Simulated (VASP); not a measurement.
Wanted: the native input for a VASP 6.6.1 run.

| Property | Result |
| --- | --- |
| Task | single point |
| Functional | PBE |
| Potentials or basis | VASP PAW PBE potentials, release 64 (W_sv) |
| Cutoff | 520 eV |
| k mesh | 12 × 12 × 12 |
| Occupations | fermi-dirac, width 0.05 eV |
| Spin | no spin polarisation |
| Dipole correction | no |
| Further INCAR settings | ALGO = Normal; EDIFF = 1e-06; NBANDS = 13 |

The structure of W lies in POSCAR:

```
W
1.0
   -1.5887626315      1.5887626315      1.5887626315
    1.5887626315     -1.5887626315      1.5887626315
    1.5887626315      1.5887626315     -1.5887626315
W
1
Direct
    0.0000000000      0.0000000000      0.0000000000
```

These files were run (other wordings do the same):

INCAR

```
ALGO     = Normal         # electronic algorithm
EDIFF    = 1E-6           # SCF threshold, eV
ENCUT    = 520            # plane-wave cutoff, eV
GGA      = PE             # functional
ISIF     = 2              # what is computed and relaxed
ISMEAR   = -1             # smearing method
LASPH    = T              # aspherical terms in the spheres
LCHARG   = T              # write CHGCAR
LELF     = T              # ELF
LREAL    = F              # projectors in reciprocal space
LVHAR    = T            
LWAVE    = F              # write WAVECAR
NBANDS   = 13             # bands
NELM     = 60             # most SCF steps
PREC     = Accurate       # precision mode
SIGMA    = 0.05           # smearing width, eV
```

KPOINTS

```
k-points
0
Gamma
  12 12 12
```

Potentials or basis: VASP PAW PBE potentials, release 64 (W_sv).

Run with:

```sh
$ cat potpaw_PBE.64/W_sv/POTCAR > POTCAR
$ mpirun -np 1 vasp_std > vasp.out
```

It gave:

```json
{
  "Pressure": "2.5 GPa",
  "Band gap on the k mesh": "zero (band 7 reaches 16.35 eV, above the bottom of band 8 at 10.06 eV)"
}
```

Caveat: spin-orbit coupling is left out, which moves the levels of the heavy elements.

Run time: 4.9 s on 1 thread of Intel(R) Xeon(R) 6975P-C (Granite Rapids) (shared host), peak memory 0.13 GiB.
